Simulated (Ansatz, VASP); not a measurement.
Ni: VASP beside Ansatz

```
Ni
1.0
    -1.38199    1.38199    1.38199
     1.38199   -1.38199    1.38199
     1.38199    1.38199   -1.38199
Ni
1
Direct
  0.00000 0.00000 0.00000
```

Change from the starting cell: volume scaled by 0.96.

Alike in both runs: task single point; functional PBE; k mesh 18 × 18 × 18; occupations fermi-dirac, width 0.08 eV; collinear spin.

|  | VASP | Ansatz |
| --- | --- | --- |
| version | VASP 6.6.1 | Ansatz 0.2.0 |
| potentials or method | VASP PAW PBE potentials, release 64 (Ni), cutoff 520 eV | all-electron LAPW, scalar-relativistic |

Ansatz gave:

```
pressure (GPa)                                                : 8.6
net moment per atom (μB)                                      : 0.53
size of the moment on the site where the two differ most (μB) : 0.56
```

Problem. Which values does VASP return?

Solution. Pressure (GPa): 8.4; net moment per atom (μB): 0.52; size of the moment on the site where the two differ most (μB): 0.53.

Site moments also hang on the region over which each program counts them. Ansatz ran all-electron here, and VASP with PAW potentials.
